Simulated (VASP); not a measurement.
# TaN (P-1) in VASP: single point with PBE

Aim: the single point of TaN with PBE.

Program: VASP 6.6.1. These are calculated values, not measurements. Logs are shortened: lines on timing, memory, paths and dates and some standing lists are left out, and cuts for length are marked.

### 1 The cell of the first run

The typed cell holds 6 atoms: a = 5.098 Å, b = 7.209 Å, c = 3.069 Å, α = 90.03°, β = 146.19°, γ = 90.00°.

### 2 Single point, PBE

INCAR

```
ALGO = Normal
EDIFF = 1E-6
ENCUT = 520
GGA = PE
ISIF = 2
ISMEAR = 0
LASPH = True
LCHARG = False
LREAL = False
LWAVE = False
NBANDS = 33
NELM = 100
PREC = Accurate
SIGMA = 0.1
```

KPOINTS

```
k-points
0
Gamma
  7 5 20
```

POSCAR

```
TaN
1.0
    5.0976112908     -0.0000003411     -0.0015355977
   -0.0000004824      7.2091106387     -0.0032030694
   -2.5493109102     -0.0007450638      1.7086380752
Ta N
3 3
Direct
    0.3333333333      0.1666666667      0.0000000000
    0.6666666667      0.8333333333      0.0000000000
    0.0000000000      0.5000000000      0.0000000000
    0.0000000000      0.0000000000      0.0000000000
    0.3333333333      0.6666666667      0.0000000000
    0.6666666667      0.3333333333      0.0000000000
```

Potentials or basis: VASP PAW PBE potentials, release 64 (Ta_pv, N).

Run with:

```sh
$ cat potpaw_PBE.64/Ta_pv/POTCAR potpaw_PBE.64/N/POTCAR > POTCAR
$ mpirun -np 1 vasp_std > vasp.out
```

OUTCAR:

```text
EDIFF = 1E-6
   ENCUT = 520
   GGA = PE
   ISIF = 2
   ISMEAR = 0
   LASPH = True
   LREAL = False
   NELM = 100
   PREC = Accurate

 ion  position               nearest neighbor table
   1  0.333  0.167  0.000-   4 2.08   6 2.08   6 2.25   4 2.25   6 2.25   4 2.25   3 2.94   2 2.94
                             3 3.07   2 3.07   3 3.07   2 3.07
   2  0.667  0.833  0.000-   4 2.08   5 2.08   5 2.25   4 2.25   5 2.25   4 2.25   3 2.94   1 2.94
                             3 3.07   1 3.07   3 3.07   1 3.07
   3  0.000  0.500  0.000-   5 2.08   6 2.08   5 2.25   6 2.25   6 2.25   5 2.25   1 2.94   2 2.94
                             1 3.07   2 3.07   2 3.07   1 3.07
   4  0.000  0.000  0.000-   1 2.08   2 2.08   1 2.25   2 2.25   2 2.25   1 2.25
   5  0.333  0.667  0.000-   2 2.08   3 2.08   2 2.25   3 2.25   2 2.25   3 2.25
   6  0.667  0.333  0.000-   1 2.08   3 2.08   1 2.25   3 2.25   1 2.25   3 2.25

  LATTYP: Found a triclinic cell.
 ALAT       =     3.0689461944
 B/A-ratio  =     1.6610299429
 C/A-ratio  =     2.5985010695
 COS(alpha) =     0.0002557454
 COS(beta)  =     0.2381321316
 COS(gamma) =     0.8308472488

  Lattice vectors:

 A1 = (   2.5493109102,   0.0007450638,  -1.7086380752)
 A2 = (   5.0976112908,  -0.0000003411,  -0.0015355977)
 A3 = (   0.0010110120,  -7.2076201700,  -3.4125374833)

Analysis of symmetry for initial positions (statically):
=====================================================================
 Subroutine PRICEL returns following result:

  LATTYP: Found a triclinic cell.
 ALAT       =     3.0695592272
 B/A-ratio  =     1.1127789935
 C/A-ratio  =     0.9588045600
 COS(alpha) =     0.0003743304
 COS(beta)  =     0.4796105536
 COS(gamma) =     0.5572441943

  Lattice vectors:

 A1 = (   0.8501069860,   2.4037820568,  -1.7091938991)
 A2 = (   0.0010105301,   0.0014904680,  -3.4157405527)
 A3 = (  -1.6992039242,   2.4030369930,  -0.0005558239)

   3 primitive cells build up your supercell.

 Routine SETGRP: Setting up the symmetry group for a
 triclinic supercell.

 Subroutine GETGRP returns: Found  2 space group operations
 (whereof  2 operations were pure point group operations)
 out of a pool of  2 trial point group operations.

The static configuration has the point symmetry S_2 .

Analysis of symmetry for dynamics (positions and initial velocities):
=====================================================================
 Subroutine PRICEL returns following result:

  LATTYP: Found a triclinic cell.
 ALAT       =     3.0695592272
 B/A-ratio  =     1.1127789935
 C/A-ratio  =     0.9588045600
 COS(alpha) =     0.0003743304
 COS(beta)  =     0.4796105536
 COS(gamma) =     0.5572441943

  Lattice vectors:

 A1 = (   0.8501069860,   2.4037820568,  -1.7091938991)
 A2 = (   0.0010105301,   0.0014904680,  -3.4157405527)
 A3 = (  -1.6992039242,   2.4030369930,  -0.0005558239)

   3 primitive cells build up your supercell.

 Routine SETGRP: Setting up the symmetry group for a
 triclinic supercell.

 Subroutine GETGRP returns: Found  2 space group operations
 (whereof  2 operations were pure point group operations)
 out of a pool of  2 trial point group operations.

The dynamic configuration has the point symmetry S_2 .

 Subroutine INISYM returns: Found  2 space group operations
 (whereof  2 operations are pure point group operations),
 and found     3 'primitive' translations

----------------------------------------------------------------------------------------

                                     Primitive cell

  volume of cell :      20.9210

  direct lattice vectors                    reciprocal lattice vectors
     0.850106986  2.403782057 -1.709193899     0.392340715  0.277426863  0.000237128
     0.001010530  0.001490468 -3.415740553    -0.196258549 -0.138843508 -0.292880929
    -1.699203924  2.403036993 -0.000555824    -0.392340633  0.138713315 -0.000055544

  length of vectors
     3.069559227  3.415741027  2.943107384     0.480517385  0.378911832  0.416140071

  position of ions in fractional coordinates (direct lattice)
     1.000000000  0.500000000  0.500000000
     0.000000000  0.000000000  0.000000000

  ion indices of the primitive-cell ions
   primitive index   ion index
                 1           1
                 2           4

----------------------------------------------------------------------------------------

 KPOINTS: k-points

Automatic generation of k-mesh.
 Grid dimensions read from file:
 generate k-points for:    7    5   20

 Generating k-lattice:

  Cartesian coordinates                     Fractional coordinates (reciprocal lattice)
     0.028036932  0.000018588  0.041831486     0.142857143  0.000000000 -0.000000000
     0.000000006  0.027742679  0.000012106    -0.000000000  0.200000000  0.000000000
     0.000008819  0.000013008  0.029276237     0.000000000 -0.000000000  0.050000000

  Length of vectors
     0.050358148  0.027742681  0.029276241

  Shift w.r.t. Gamma in fractional coordinates (k-lattice)
     0.000000000  0.000000000  0.000000000

 Subroutine IBZKPT returns following result:
 ===========================================

 Found    351 irreducible k-points:

 Following reciprocal coordinates:
            Coordinates               Weight
  0.000000  0.000000  0.000000      1.000000
  0.142857 -0.000000  0.000000      2.000000
  0.285714 -0.000000  0.000000      2.000000
  0.428571 -0.000000  0.000000      2.000000
  0.000000  0.200000  0.000000      2.000000
  0.142857  0.200000  0.000000      2.000000
[... 16 lines left out ...]
 -0.428571  0.000000  0.050000      2.000000
 -0.285714  0.000000  0.050000      2.000000
 [... further k-points ...]
   k-points           NKPTS =    351   k-points in BZ     NKDIM =    351   number of bands    NBANDS=     33
   number of dos      NEDOS =    301   number of ions     NIONS =      6
   total plane-waves  NPLWV =  51840
   dimension x,y,z NGX =    40 NGY =   54 NGZ =   24
   dimension x,y,z NGXF=    80 NGYF=  108 NGZF=   48
   ions per type =               3   3
   NGX,Y,Z   is equivalent  to a cutoff of  13.05, 12.45, 13.00 a.u.
   NGXF,Y,Z  is equivalent  to a cutoff of  26.09, 24.91, 26.00 a.u.
 SYSTEM =  unknown system
   PREC   = accura    normal or accurate (medium, high low for compatibility)
   ISTART =      0    job   : 0-new  1-cont  2-samecut
   ICHARG =      2    charge: 1-file 2-atom 10-const
   ISPIN  =      1    spin polarized calculation?
   LNONCOLLINEAR =      F non collinear calculations
   LSORBIT =      F    spin-orbit coupling
   LASPH  =      T    aspherical Exc in radial PAW
   ENCUT  =  520.0 eV  38.22 Ry    6.18 a.u.   9.48 13.40  5.71*2*pi/ulx,y,z
   NELM   =    100;   NELMIN=  2; NELMDL= -5     # of ELM steps
   EDIFF  = 0.1E-05   stopping-criterion for ELM
   LREAL  =      F    real-space projection
   EDIFFG = 0.1E-04   stopping-criterion for IOM
   NSW    =      0    number of steps for IOM
   IBRION =     -1    ionic relax: 0-MD 1-quasi-New 2-CG
   NFREE  =      0    steps in history (QN), initial steepest desc. (CG)
   ISIF   =      2    stress and relaxation
   ISYM   =      2    0-nonsym 1-usesym 2-fastsym
   POTIM  = 0.5000    time-step for ionic-motion
   TEBEG  =    0.0;   TEEND  =   0.0 temperature during run
   PSTRESS=    0.0 pullay stress
   NELECT =      48.0000    total number of electrons
   NUPDOWN=      -1.0000    fix difference up-down
   EMIN   =  10.00;   EMAX   =-10.00  energy-range for DOS
   EFERMI =   0.00;   METHOD = LEGACY
   ISMEAR =     0;   SIGMA  =   0.10  broadening in eV -4-tet -1-fermi 0-gaus
   EFERMI_NEDOS =   21; number of points for ismear=-14 and -15
   IALGO  =     38    algorithm
   IMIX   =      4    mixing-type and parameters
     AMIX     =   0.40;   BMIX     =  1.00
     AMIX_MAG =   1.60;   BMIX_MAG =  1.00
  volume/ion in A,a.u.               =      10.46        70.59
  Fermi-wavevector in a.u.,A,eV,Ry     =   1.497112  2.829131 30.495327  2.241343
  Thomas-Fermi vector in A             =   2.609042
   LORBIT       =      0    0 simple, 1 ext, 2 COOP (PROOUT), +10 PAW based schemes
   GGA     = PE    functional components
   LHFCALC =     F    Hartree Fock is set to
   AEXX    =    0.0000 exact exchange contribution
   IVDW    =     0    specifies the selected vdW correction
   LEPSILON=     F    determine dielectric tensor
   LRPA    =     F    only Hartree local field effects (RPA)
 non-spin polarized calculation
 Gauss-broadening in eV      SIGMA  =   0.10
  energy-cutoff  :      520.00
  volume of cell :       62.76
 maximum number of plane-waves:      1729
 NGX is ok and might be reduce to    40
   NGX = 19   NGY = 27   NGZ = 11

 number of electron      47.9999995 magnetization

 Free energy of the ion-electron system (eV)
  ---------------------------------------------------
  ext. energy  EPLUGINS =         0.00000000
  ---------------------------------------------------
  free energy    TOTEN  =       -64.81771414 eV

  energy without entropy =      -64.80406739  energy(sigma->0) =      -64.81089076

 E-fermi :   9.5090     XC(G=0): -13.5171

 val. band max:        9.5077955368   @ k =  -0.2857   0.0000   0.2000
 cond. band min:       9.5120514157   @ k =  -0.4286   0.2000   0.5000
 fundamental gap:      0.0042558789
 Fermi energy:         9.5090455893

 k-point     1 :       0.0000    0.0000    0.0000
  band No.  band energies     occupation
      1     -26.6842      2.00000
      2     -26.6842      2.00000
      3     -26.2085      2.00000
      4     -26.2085      2.00000
      5     -26.1121      2.00000
      6     -26.0735      2.00000
[... 25 lines left out ...]
     32      10.9614      0.00000
     33      12.6904      0.00000

 k-point     2 :       0.1429   -0.0000    0.0000
  band No.  band energies     occupation
      1     -26.6799      2.00000
      2     -26.6723      2.00000
      3     -26.2798      2.00000
      4     -26.2213      2.00000
      5     -26.2133      2.00000
      6     -26.1536      2.00000
[... 25 lines left out ...]
     32      12.2093      0.00000
     33      12.9018      0.00000
[... 754 lines left out ...]
     32      13.2853      0.00000
     33      13.4527      0.00000

 k-point    24 :      -0.2857    0.0000    0.0500
  band No.  band energies     occupation
      1     -26.6848      2.00000
      2     -26.6821      2.00000
      3     -26.3717      2.00000
      4     -26.3334      2.00000
      5     -26.2654      2.00000
      6     -26.2003      2.00000
[... 25 lines left out ...]
     32      13.2322      0.00000
     33      13.3367      0.00000

 [... further k-points ...]
[... 5 lines left out ...]
  --------------------------------------------------------------------------------------
  -------------------------------------------------------------------------------------
  Total       12.8136440      6.8116063      0.3689428      7.9662696      0.0031907     -0.0057728
  in kB      327.0996454    173.8829321      9.4181691    203.3585420      0.0814504     -0.1473651
  external PRESSURE =     170.1335822 kB  Pullay stress =       0.0000000 kB

 VOLUME and BASIS-vectors are now :
 -----------------------------------------------------------------------------
  energy-cutoff  :      520.00
  volume of cell :       62.76
      direct lattice vectors                 reciprocal lattice vectors
     5.097611291 -0.000000341 -0.001535598     0.196258521  0.000130116  0.292820401
    -0.000000482  7.209110639 -0.003203069     0.000000028  0.138713393  0.000060528
    -2.549310910 -0.000745064  1.708638075     0.000176383  0.000260154  0.585524730

 POSITION                                       TOTAL-FORCE (eV/Angst)
 -----------------------------------------------------------------------------------
      1.69920      1.20152     -0.00105        -0.000000     -0.000000      0.000000
      3.39841      6.00759     -0.00369         0.000000      0.000000     -0.000000
     -0.00000      3.60456     -0.00160        -0.000000     -0.000000     -0.000000
      0.00000      0.00000      0.00000         0.000000     -0.000000     -0.000000
      1.69920      4.80607     -0.00265         0.000000      0.000000     -0.000000
      3.39841      2.40304     -0.00209        -0.000000     -0.000000      0.000000
 -----------------------------------------------------------------------------------
    total drift:                                0.000000     -0.000000      0.000000

  FREE ENERGIE OF THE ION-ELECTRON SYSTEM (eV)
  ---------------------------------------------------
  free  energy   TOTEN  =       -64.8177141351 eV

  energy  without entropy=      -64.8040673864  energy(sigma->0) =      -64.81089076
```

Wall time 6.9 min (1 thread of Intel Xeon 6975P-C (Granite Rapids), shared host); peak memory 0.64 GiB.

What came out:

* Free energy: -64.8177 eV
* Pressure: 17.0 GPa
* Band gap on the k mesh: zero (bands 24 and 25 overlap by 3.06 eV)

Levels at points of the mesh, in eV from the Fermi level:
| k point | band 20 | band 21 | band 22 | band 23 | band 24 | band 25 | band 26 | band 27 | band 28 | band 29 |
| --- | --- | --- | --- | --- | --- | --- | --- | --- | --- | --- |
| (0.00, 0.00, 0.00) | -3.41 | -3.24 | -3.22 | -2.16 | -0.96 | 0.05 | 0.17 | 0.17 | 0.39 | 0.39 |
| (0.00, 0.00, 0.50) | -5.47 | -5.25 | -3.98 | 0.12 | 0.12 | 2.10 | 2.10 | 2.57 | 2.57 | 2.71 |

Caveat: the stress differs along the axes, from 1 to 33 GPa; spin-orbit coupling is left out, which moves the levels of the heavy elements.
